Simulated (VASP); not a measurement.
GaN:

```xyz
2
Lattice="0.0000 2.1352 2.1352 2.1352 0.0000 2.1352 2.1352 2.1352 0.0000" Properties=species:S:1:pos:R:3 pbc="T T T"
Ga    0.0000    0.0000    0.0000
N     2.1352    2.1352    2.1352
```

```yaml
Program: VASP 6.6.1
Task: relaxation of cell and atoms
Functional: PBE
Dispersion: D4
Potentials_or_basis: VASP PAW PBE potentials, release 64 (Ga_d, N)
Cutoff: 600 eV
k_mesh: 11 × 11 × 11
Occupations: fermi-dirac, width 0.05 eV
Spin: no spin polarisation
```

At the start: pressure -6.8 GPa; volume 9.74 Å³/atom.

Task: How do energy, volume and symmetry change on relaxing?

Result: Over 3 steps the energy falls by 6.8 meV/atom and the volume is 9.43 Å³/atom (-3.2 %); space group Fm-3m (No. 225, to 0.1 Å) before and after.

The path:
```
step  energy change (eV)  largest force (eV/Å)  pressure (GPa)  volume (Å³)
   1              0.0000                0.0000           -6.85        19.47
   2             -0.0026                0.0000            6.86        18.32
   3             -0.0137                0.0000           -0.01        18.85
```

Final structure:
```
Ga N
1.0
     0.00000    2.11239    2.11239
     2.11239    0.00000    2.11239
     2.11239    2.11239    0.00000
Ga N
1 1
Direct
  0.00000 0.00000 0.00000
  0.50000 0.50000 0.50000
```
